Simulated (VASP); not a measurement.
GaAsSe3:

```
Ga As Se
1.0
     6.95648    0.00000    0.00000
    -3.47824    6.02449    0.00000
     0.00000    0.00000    5.80049
Ga As Se
2 2 6
Cartesian
  0.0000 0.0000 0.0000
  0.0000 0.0000 2.9002
  0.0000 4.0163 1.4501
  3.4782 2.0082 4.3504
  -1.7148 5.0063 4.3504
  1.7635 1.0181 1.4501
  0.0000 2.0363 4.3504
  5.1930 1.0181 1.4501
  1.7148 5.0063 4.3504
  3.4782 3.9882 1.4501
```

- Program: VASP 6.6.1
- Task: relaxation of cell and atoms
- Functional: PBE
- Potentials or basis: VASP PAW PBE potentials, release 64 (Ga_d, As, Se)
- Cutoff: 600 eV
- k mesh: 2 × 2 × 2
- Occupations: gaussian, width 0.15 eV
- Spin: no spin polarisation

At the start: pressure -0.6 GPa; volume 24.31 Å³/atom.

How do energy, volume and symmetry change on relaxing?

Over 17 steps the energy falls by 334.1 meV/atom and the volume is 23.33 Å³/atom (-4.0 %); space group P6_3/mmc (No. 194, to 0.05 Å).

The path:
| step | energy change (eV) | largest force (eV/Å) | pressure (GPa) | volume (Å³) |
| --- | --- | --- | --- | --- |
| 1 | 0.0000 | 1.0497 | -0.60 | 243.09 |
| 2 | -0.5929 | 0.4871 | -1.78 | 239.73 |
| 3 | -1.7930 | 0.5673 | -2.27 | 228.03 |
| 4 | 11.2480 | 17.6101 | 40.55 | 198.53 |
| 5 | -1.9430 | 0.2359 | -1.69 | 227.31 |
| 6 | -1.5397 | 2.7776 | 5.28 | 213.75 |
| 7 | -2.1410 | 0.6100 | -1.25 | 224.08 |
| 8 | -2.1725 | 0.8843 | -0.62 | 221.98 |
| 9 | -2.6530 | 1.1377 | 2.93 | 214.84 |
| 10 | -2.6512 | 1.4229 | 4.76 | 212.25 |
| 11 | -2.6698 | 1.2999 | 3.92 | 213.36 |
| 12 | -3.0678 | 0.8762 | 3.61 | 219.03 |
| 13 | -3.1271 | 0.1706 | 3.15 | 228.02 |
| 14 | -3.1964 | 0.2539 | 3.04 | 225.47 |
| 15 | -3.1926 | 0.5939 | 3.23 | 222.31 |
| 16 | -3.2098 | 0.4115 | 3.09 | 224.08 |
| 17 | -3.3406 | 0.0773 | -0.16 | 233.30 |

Final structure:
```
Ga As Se
1.0
     5.92320    0.00000    0.00000
    -2.96160    5.12964    0.00000
     0.00000    0.00000    7.67834
Ga As Se
2 2 6
Direct
  0.00000 0.00000 0.00000
  0.00000 0.00000 0.50000
  0.33333 0.66667 0.25000
  0.66667 0.33333 0.75000
  0.17945 0.82055 0.75000
  0.35890 0.17945 0.25000
  0.17945 0.35890 0.75000
  0.82055 0.17945 0.25000
  0.64110 0.82055 0.75000
  0.82055 0.64110 0.25000
```

Caveat: the k points lie up to 0.61 Å⁻¹ apart in the final cell; the relaxation stopped at a loose force limit of 0.08 eV/Å, so its end isn't a converged minimum.
